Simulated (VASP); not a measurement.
# Hf (I4/mmm) in VASP: a series of runs

Runs on Hf. Level: PBEsol. Tasks: single point.

All numbers are computed with VASP 6.6.1; they aren't measurements. Logs are shortened: lines on timing, memory, paths and dates and some standing lists are left out, and cuts for length are marked.

### Step 1. The cell of the first run

It takes space group I4/mmm (No. 139, tetragonal). The conventional cell has a = 3.314 Å, b = 3.314 Å, c = 3.984 Å, α = 90.00°, β = 90.00°, γ = 90.00°. Hf (site symmetry 4/mmm) has 14 Hf at 3.08 to 3.98 Å within 4.0 Å.

### Step 2. Single point, PBEsol

Input file INCAR:

```
SYSTEM = Hf
  ALGO = Fast
  EDIFF = 1E-7
  ENCUT = 520
  GGA = PS
  ISIF = 2
  ISMEAR = 0
  LASPH = .True.
  LCHARG = .False.
  LREAL = .False.
  LWAVE = .False.
  NBANDS = 11
  NELM = 80
  PREC = Accurate
  SIGMA = 0.15
```

Input file KPOINTS:

```
k-points
0
Gamma
  20 20 20
  0 0 0
```

Input file POSCAR:

```
Hf
1.0
    0.0000000000      2.3435811662      1.9920439913
    2.3435811662      0.0000000000      1.9920439913
    2.3435811662      2.3435811662      0.0000000000
Hf
1
Direct
    0.0000000000      0.0000000000      0.0000000000
```

Potentials or basis: VASP PAW PBE potentials, release 64 (Hf_pv).

Run with:

```sh
$ cat potpaw_PBE.64/Hf_pv/POTCAR > POTCAR
$ mpirun -np 1 vasp_std > vasp.out
```

OUTCAR:

```text
SYSTEM = Hf
   EDIFF = 1E-7
   ENCUT = 520
   GGA = PS
   ISIF = 2
   ISMEAR = 0
   LASPH = .True.
   LREAL = .False.
   NELM = 80
   PREC = Accurate

 ion  position               nearest neighbor table
   1  0.000  0.000  0.000-

  LATTYP: Found a body centered tetragonal cell.
 ALAT       =     3.3143242698
 C/A-ratio  =     1.2020815280

  Lattice vectors:

 A1 = (   0.0000000000,  -2.3435811662,  -1.9920439913)
 A2 = (   0.0000000000,   2.3435811662,  -1.9920439913)
 A3 = (   2.3435811662,   0.0000000000,   1.9920439913)

Analysis of symmetry for initial positions (statically):
=====================================================================
 Subroutine PRICEL returns:
 Original cell was already a primitive cell.

 Routine SETGRP: Setting up the symmetry group for a
 body centered tetragonal supercell.

 Subroutine GETGRP returns: Found 16 space group operations
 (whereof 16 operations were pure point group operations)
 out of a pool of 16 trial point group operations.

The static configuration has the point symmetry D_4h.

Analysis of symmetry for dynamics (positions and initial velocities):
=====================================================================
 Subroutine PRICEL returns:
 Original cell was already a primitive cell.

 Routine SETGRP: Setting up the symmetry group for a
 body centered tetragonal supercell.

 Subroutine GETGRP returns: Found 16 space group operations
 (whereof 16 operations were pure point group operations)
 out of a pool of 16 trial point group operations.

The dynamic configuration has the point symmetry D_4h.

 Subroutine INISYM returns: Found 16 space group operations
 (whereof 16 operations are pure point group operations),
 and found     1 'primitive' translations

----------------------------------------------------------------------------------------

                                     Primitive cell

  volume of cell :      21.8821

  direct lattice vectors                    reciprocal lattice vectors
     0.000000000  2.343581166  1.992043991    -0.213348702  0.213348702  0.250998473
     2.343581166  0.000000000  1.992043991     0.213348702 -0.213348702  0.250998473
     2.343581166  2.343581166  0.000000000     0.213348702  0.213348702 -0.250998473

  length of vectors
     3.075810779  3.075810779  3.314324270     0.392473656  0.392473656  0.392473656

  position of ions in fractional coordinates (direct lattice)
     0.000000000  0.000000000  0.000000000

  ion indices of the primitive-cell ions
   primitive index   ion index
                 1           1

----------------------------------------------------------------------------------------

 KPOINTS: k-points

Automatic generation of k-mesh.
 Grid dimensions read from file:
 generate k-points for:   20   20   20

 Generating k-lattice:

  Cartesian coordinates                     Fractional coordinates (reciprocal lattice)
    -0.010667435  0.010667435  0.012549924     0.050000000  0.000000000  0.000000000
     0.010667435 -0.010667435  0.012549924     0.000000000  0.050000000  0.000000000
     0.010667435  0.010667435 -0.012549924    -0.000000000 -0.000000000  0.050000000

  Length of vectors
     0.019623683  0.019623683  0.019623683

  Shift w.r.t. Gamma in fractional coordinates (k-lattice)
     0.000000000  0.000000000  0.000000000

 Subroutine IBZKPT returns following result:
 ===========================================

 Found    641 irreducible k-points:

 Following reciprocal coordinates:
            Coordinates               Weight
  0.000000  0.000000  0.000000      1.000000
  0.050000  0.000000  0.000000      8.000000
  0.100000  0.000000  0.000000      8.000000
  0.150000 -0.000000  0.000000      8.000000
  0.200000  0.000000  0.000000      8.000000
  0.250000 -0.000000  0.000000      8.000000
[... 16 lines left out ...]
 -0.400000  0.050000  0.000000      8.000000
 -0.350000  0.050000  0.000000      8.000000
 [... further k-points ...]
   k-points           NKPTS =    641   k-points in BZ     NKDIM =    641   number of bands    NBANDS=     11
   number of dos      NEDOS =    301   number of ions     NIONS =      1
   total plane-waves  NPLWV =  16128
   dimension x,y,z NGX =    24 NGY =   24 NGZ =   28
   dimension x,y,z NGXF=    48 NGYF=   48 NGZF=   56
   ions per type =               1
   NGX,Y,Z   is equivalent  to a cutoff of  12.97, 12.97, 14.04 a.u.
   NGXF,Y,Z  is equivalent  to a cutoff of  25.94, 25.94, 28.09 a.u.
 SYSTEM =  Hf
   PREC   = accura    normal or accurate (medium, high low for compatibility)
   ISTART =      0    job   : 0-new  1-cont  2-samecut
   ICHARG =      2    charge: 1-file 2-atom 10-const
   ISPIN  =      1    spin polarized calculation?
   LNONCOLLINEAR =      F non collinear calculations
   LSORBIT =      F    spin-orbit coupling
   LASPH  =      T    aspherical Exc in radial PAW
   ENCUT  =  520.0 eV  38.22 Ry    6.18 a.u.   5.72  5.72  6.16*2*pi/ulx,y,z
   NELM   =     80;   NELMIN=  2; NELMDL= -5     # of ELM steps
   EDIFF  = 0.1E-06   stopping-criterion for ELM
   LREAL  =      F    real-space projection
   EDIFFG = 0.1E-05   stopping-criterion for IOM
   NSW    =      0    number of steps for IOM
   IBRION =     -1    ionic relax: 0-MD 1-quasi-New 2-CG
   NFREE  =      0    steps in history (QN), initial steepest desc. (CG)
   ISIF   =      2    stress and relaxation
   ISYM   =      2    0-nonsym 1-usesym 2-fastsym
   POTIM  = 0.5000    time-step for ionic-motion
   TEBEG  =    0.0;   TEEND  =   0.0 temperature during run
   PSTRESS=    0.0 pullay stress
   NELECT =      10.0000    total number of electrons
   NUPDOWN=      -1.0000    fix difference up-down
   EMIN   =  10.00;   EMAX   =-10.00  energy-range for DOS
   EFERMI =   0.00;   METHOD = LEGACY
   ISMEAR =     0;   SIGMA  =   0.15  broadening in eV -4-tet -1-fermi 0-gaus
   EFERMI_NEDOS =   21; number of points for ismear=-14 and -15
   IALGO  =     68    algorithm
   IMIX   =      4    mixing-type and parameters
     AMIX     =   0.40;   BMIX     =  1.00
     AMIX_MAG =   1.60;   BMIX_MAG =  1.00
  volume/ion in A,a.u.               =      21.88       147.67
  Fermi-wavevector in a.u.,A,eV,Ry     =   1.260991  2.382927 21.634588  1.590097
  Thomas-Fermi vector in A             =   2.394472
   LORBIT       =      0    0 simple, 1 ext, 2 COOP (PROOUT), +10 PAW based schemes
   GGA     = PS    functional components
   LHFCALC =     F    Hartree Fock is set to
   AEXX    =    0.0000 exact exchange contribution
   IVDW    =     0    specifies the selected vdW correction
   LEPSILON=     F    determine dielectric tensor
   LRPA    =     F    only Hartree local field effects (RPA)
 non-spin polarized calculation
 RMM-DIIS sequential band-by-band and
 Gauss-broadening in eV      SIGMA  =   0.15
  energy-cutoff  :      520.00
  volume of cell :       21.88
 maximum number of plane-waves:       611
   NGX = 11   NGY = 11   NGZ = 13

 number of electron      10.0000001 magnetization

 Free energy of the ion-electron system (eV)
  ---------------------------------------------------
  ext. energy  EPLUGINS =         0.00000000
  ---------------------------------------------------
  free energy    TOTEN  =       -10.38969201 eV

  energy without entropy =      -10.36865827  energy(sigma->0) =      -10.37917514

 E-fermi :   4.6729     XC(G=0): -11.4946

 val. band max:        4.6603152303   @ k =   0.4500   0.0000   0.1000
 cond. band min:       4.6775939853   @ k =   0.3000   0.0500   0.1000
 fundamental gap:      0.0172787550
 Fermi energy:         4.6728967714

 k-point     1 :       0.0000    0.0000    0.0000
  band No.  band energies     occupation
      1     -25.1543      2.00000
      2     -25.1543      2.00000
      3     -25.1508      2.00000
      4      -2.5526      2.00000
      5       5.7717      0.00000
      6       5.7717      0.00000
      7       7.4354      0.00000
      8       7.5795      0.00000
      9       9.7445      0.00000
     10      16.5670      0.00000
     11      19.2007      0.00000

 k-point     2 :       0.0500    0.0000    0.0000
  band No.  band energies     occupation
      1     -25.1764      2.00000
      2     -25.1596      2.00000
      3     -25.1529      2.00000
      4      -2.4611      2.00000
      5       5.7479      0.00000
      6       5.8072      0.00000
      7       7.3960      0.00000
      8       7.5637      0.00000
      9       9.6797      0.00000
     10      16.7716      0.00000
     11      19.2706      0.00000

 k-point     3 :       0.1000    0.0000    0.0000
  band No.  band energies     occupation
      1     -25.2439      2.00000
      2     -25.1750      2.00000
      3     -25.1548      2.00000
      4      -2.1930      2.00000
      5       5.6519      0.00000
      6       5.8820      0.00000
      7       7.3282      0.00000
      8       7.5596      0.00000
      9       9.5172      0.00000
     10      17.3098      0.00000
     11      19.1703      0.00000

 k-point     4 :       0.1500   -0.0000    0.0000
  band No.  band energies     occupation
      1     -25.3477      2.00000
      2     -25.1988      2.00000
      3     -25.1578      2.00000
      4      -1.7681      2.00000
      5       5.4483      0.00000
      6       5.9071      0.00000
      7       7.3231      0.00000
      8       7.6838      0.00000
      9       9.3301      0.00000
     10      17.8302      0.00000
     11      18.9430      0.00000
[... 239 lines left out ...]
 k-point    22 :      -0.4500    0.0500    0.0000
  band No.  band energies     occupation
      1     -26.0237      2.00000
      2     -25.3668      2.00000
      3     -25.1986      2.00000
      4       1.1059      2.00000
      5       4.9943      0.00245
      6       5.2215      0.00000
      7       7.1038      0.00000
      8      10.5155      0.00000
      9      11.5407      0.00000
     10      14.6626      0.00000
     11      15.9523      0.00000

 k-point    23 :      -0.4000    0.0500    0.0000
  band No.  band energies     occupation
      1     -25.9703      2.00000
      2     -25.3509      2.00000
      3     -25.2008      2.00000
      4       0.9618      2.00000
      5       4.9865      0.00311
      6       5.0807      0.00012
      7       7.1333      0.00000
      8      10.4278      0.00000
      9      10.8635      0.00000
     10      15.0919      0.00000
     11      16.3600      0.00000

 k-point    24 :      -0.3500    0.0500    0.0000
  band No.  band energies     occupation
      1     -25.8821      2.00000
      2     -25.3269      2.00000
      3     -25.2014      2.00000
      4       0.6584      2.00000
      5       4.7878      0.27848
      6       5.2317      0.00000
      7       7.1389      0.00000
      8      10.0271      0.00000
      9      10.2054      0.00000
     10      15.7282      0.00000
     11      17.1462      0.00000

 [... further k-points ...]
[... 5 lines left out ...]
  --------------------------------------------------------------------------------------
  -------------------------------------------------------------------------------------
  Total       -0.5270881     -0.5270881      0.1851476      0.0000000      0.0000000     -0.0000000
  in kB      -38.5926774    -38.5926774     13.5562530      0.0000000      0.0000000     -0.0000000
  external PRESSURE =     -21.2097006 kB  Pullay stress =       0.0000000 kB

 VOLUME and BASIS-vectors are now :
 -----------------------------------------------------------------------------
  energy-cutoff  :      520.00
  volume of cell :       21.88
      direct lattice vectors                 reciprocal lattice vectors
     0.000000000  2.343581166  1.992043991    -0.213348702  0.213348702  0.250998473
     2.343581166  0.000000000  1.992043991     0.213348702 -0.213348702  0.250998473
     2.343581166  2.343581166  0.000000000     0.213348702  0.213348702 -0.250998473

 POSITION                                       TOTAL-FORCE (eV/Angst)
 -----------------------------------------------------------------------------------
      0.00000      0.00000      0.00000         0.000000      0.000000      0.000000
 -----------------------------------------------------------------------------------
    total drift:                               -0.000000     -0.000000     -0.000000

  FREE ENERGIE OF THE ION-ELECTRON SYSTEM (eV)
  ---------------------------------------------------
  free  energy   TOTEN  =       -10.3896920089 eV

  energy  without entropy=      -10.3686582672  energy(sigma->0) =      -10.37917514
```

Run time: 4.5 min. Hardware: 1 thread of AMD EPYC 7R13, shared host; peak memory 0.24 GiB.

What came out:

```yaml
Free_energy: -10.3897 eV
Pressure: -2.1 GPa
Band_gap_on_the_k_mesh: zero (bands 5 and 6 overlap by 2.00 eV)
```

Caveat: the stress differs along the axes, from -4 to 1 GPa; the PAW data sets were made with another functional, which shifts forces and pressure a little; spin-orbit coupling is left out, which moves the levels of the heavy elements.

### Step 3. Single point, PBEsol

This run uses another cell than the first one, of the same volume but with other edges.

Input file INCAR:

```
PREC     = Accurate       # precision mode
ENCUT    = 520            # plane-wave cutoff, eV
EDIFF    = 1E-7           # SCF threshold, eV
ISMEAR   = 0              # smearing method
SIGMA    = 0.15           # smearing width, eV
LREAL    = F              # projectors in reciprocal space
LASPH    = T              # aspherical terms in the spheres
NELM     = 80             # most SCF steps
ALGO     = Fast           # electronic algorithm
ISIF     = 2              # what is computed and relaxed
LWAVE    = F              # write WAVECAR
LCHARG   = F              # write CHGCAR
GGA      = PS             # functional
NBANDS   = 11             # bands
```

Input file KPOINTS:

```
Automatic mesh
0
Gamma
  20 20 20
```

Input file POSCAR:

```
Hf
1.0
    0.0000000000      2.0890999841      2.5069199809
    2.0890999841      0.0000000000      2.5069199809
    2.0890999841      2.0890999841      0.0000000000
Hf
1
Direct
    0.0000000000      0.0000000000      0.0000000000
```

Potentials or basis: VASP PAW PBE potentials, release 64 (Hf_pv).

Run with:

```sh
$ cat potpaw_PBE.64/Hf_pv/POTCAR > POTCAR
$ mpirun -np 1 vasp_std > vasp.out
```

OUTCAR:

```text
PREC = Accurate
   ENCUT = 520
   EDIFF = 1E-7
   ISMEAR = 0
   LREAL = F
   LASPH = T
   NELM = 80
   ISIF = 2
   GGA = PS

 ion  position               nearest neighbor table
   1  0.000  0.000  0.000-

  LATTYP: Found a body centered tetragonal cell.
 ALAT       =     2.9544335307
 C/A-ratio  =     1.6970562748

  Lattice vectors:

 A1 = (  -2.0890999841,   0.0000000000,   2.5069199809)
 A2 = (   2.0890999841,   0.0000000000,   2.5069199809)
 A3 = (   0.0000000000,   2.0890999841,  -2.5069199809)

Analysis of symmetry for initial positions (statically):
=====================================================================
 Subroutine PRICEL returns:
 Original cell was already a primitive cell.

 Routine SETGRP: Setting up the symmetry group for a
 body centered tetragonal supercell.

 Subroutine GETGRP returns: Found 16 space group operations
 (whereof 16 operations were pure point group operations)
 out of a pool of 16 trial point group operations.

The static configuration has the point symmetry D_4h.

Analysis of symmetry for dynamics (positions and initial velocities):
=====================================================================
 Subroutine PRICEL returns:
[... 160 lines left out ...]
 fundamental gap:      0.0012167912
 Fermi energy:         4.6311542261

 k-point     1 :       0.0000    0.0000    0.0000
  band No.  band energies     occupation
      1     -25.2164      2.00000
      2     -25.1447      2.00000
      3     -25.1447      2.00000
      4      -2.5414      2.00000
      5       4.7714      0.18596
      6       7.0062      0.00000
      7       7.1067      0.00000
      8       7.1067      0.00000
      9      10.5010      0.00000
     10      16.6265      0.00000
     11      17.9078      0.00000
[... 309 lines left out ...]
 k-point    24 :      -0.3500    0.0500    0.0000
  band No.  band energies     occupation
      1     -26.0133      2.00000
      2     -25.3610      2.00000
      3     -25.1446      2.00000
      4       0.7912      2.00000
      5       4.6001      1.23006
      6       5.2343      0.00000
      7       7.3356      0.00000
      8       9.8780      0.00000
      9      10.5562      0.00000
     10      15.2743      0.00000
     11      17.2571      0.00000

 [... further k-points ...]
[... 5 lines left out ...]
  --------------------------------------------------------------------------------------
  -------------------------------------------------------------------------------------
  Total        0.1240724      0.1240724     -1.1879739      0.0000000     -0.0000000      0.0000000
  in kB        9.0844116      9.0844116    -86.9818316      0.0000000     -0.0000000      0.0000000
  external PRESSURE =     -22.9376695 kB  Pullay stress =       0.0000000 kB

 VOLUME and BASIS-vectors are now :
 -----------------------------------------------------------------------------
  energy-cutoff  :      520.00
  volume of cell :       21.88
      direct lattice vectors                 reciprocal lattice vectors
     0.000000000  2.089099984  2.506919981    -0.239337516  0.239337516  0.199447930
     2.089099984  0.000000000  2.506919981     0.239337516 -0.239337516  0.199447930
     2.089099984  2.089099984  0.000000000     0.239337516  0.239337516 -0.199447930

 POSITION                                       TOTAL-FORCE (eV/Angst)
 -----------------------------------------------------------------------------------
      0.00000      0.00000      0.00000         0.000000     -0.000000      0.000000
 -----------------------------------------------------------------------------------
    total drift:                               -0.000000      0.000000      0.000000

  FREE ENERGIE OF THE ION-ELECTRON SYSTEM (eV)
  ---------------------------------------------------
  free  energy   TOTEN  =       -10.3594303138 eV

  energy  without entropy=      -10.3395329418  energy(sigma->0) =      -10.34948163
```

It took 4.5 min on 1 thread of AMD EPYC 7R13, shared host; peak memory 0.24 GiB.

Results:

```
Free energy            : -10.3594 eV
Pressure               : -2.3 GPa
Band gap on the k mesh : zero (bands 5 and 6 overlap by 1.79 eV)
```

Caveat: the stress differs along the axes, from -9 to 1 GPa; the PAW data sets were made with another functional, which shifts forces and pressure a little; spin-orbit coupling is left out, which moves the levels of the heavy elements.

### Step 4. Single point, PBEsol

This run uses another cell than the first one, of the same volume but with other edges.

Input file INCAR:

```
ALGO = Fast
EDIFF = 1E-6
ENCUT = 520
GGA = PS
ISIF = 2
ISMEAR = 0
LASPH = T
LCHARG = T
LELF = T
LREAL = F
LVHAR = T
LWAVE = F
NBANDS = 11
NELM = 100
PREC = Accurate
SIGMA = 0.15
```

Input file KPOINTS:

```
k-points
0
Gamma
  20 20 20
```

Input file POSCAR:

```
Hf
1.0
    0.0000000000      2.0340979261      2.6443273039
    2.0340979261      0.0000000000      2.6443273039
    2.0340979261      2.0340979261      0.0000000000
Hf
1
Direct
    0.0000000000      0.0000000000      0.0000000000
```

Run with:

```sh
$ cat potpaw_PBE.64/Hf_pv/POTCAR > POTCAR
$ mpirun -np 1 vasp_std > vasp.out
```

It took 5.1 min on 1 thread of AMD EPYC 7R13, shared host; peak memory 0.25 GiB.

It converged, with:

- Free energy: -10.2757 eV
- Pressure: -2.7 GPa
- Band gap on the k mesh: zero (bands 5 and 6 overlap by 1.54 eV)

Stress tensor (GPa, compression positive):
```
  1.83   0.00   0.00
  0.00   1.83   0.00
  0.00   0.00 -11.62
```

Levels at points of the mesh, in eV from the Fermi level:
| k point | band 2 | band 3 | band 4 | band 5 | band 6 | band 7 | band 8 | band 9 |
| --- | --- | --- | --- | --- | --- | --- | --- | --- |
| (0.00, 0.00, 0.00) | -29.64 | -29.64 | -7.06 | -0.29 | 1.52 | 3.12 | 3.12 | 6.60 |
| (0.50, 0.00, 0.00) | -29.96 | -29.61 | -3.39 | -0.09 | 1.06 | 2.98 | 6.11 | 6.44 |
| (0.50, 0.50, 0.00) | -29.76 | -29.76 | -3.70 | -1.78 | 0.49 | 6.99 | 6.99 | 7.30 |
| (0.50, 0.00, 0.50) | -30.48 | -29.89 | -3.11 | -1.75 | 4.45 | 4.85 | 5.21 | 8.42 |

Caveat: the stress differs along the axes, from -12 to 2 GPa; the PAW data sets were made with another functional, which shifts forces and pressure a little; spin-orbit coupling is left out, which moves the levels of the heavy elements.

(Part 1 of 2 ends here.)
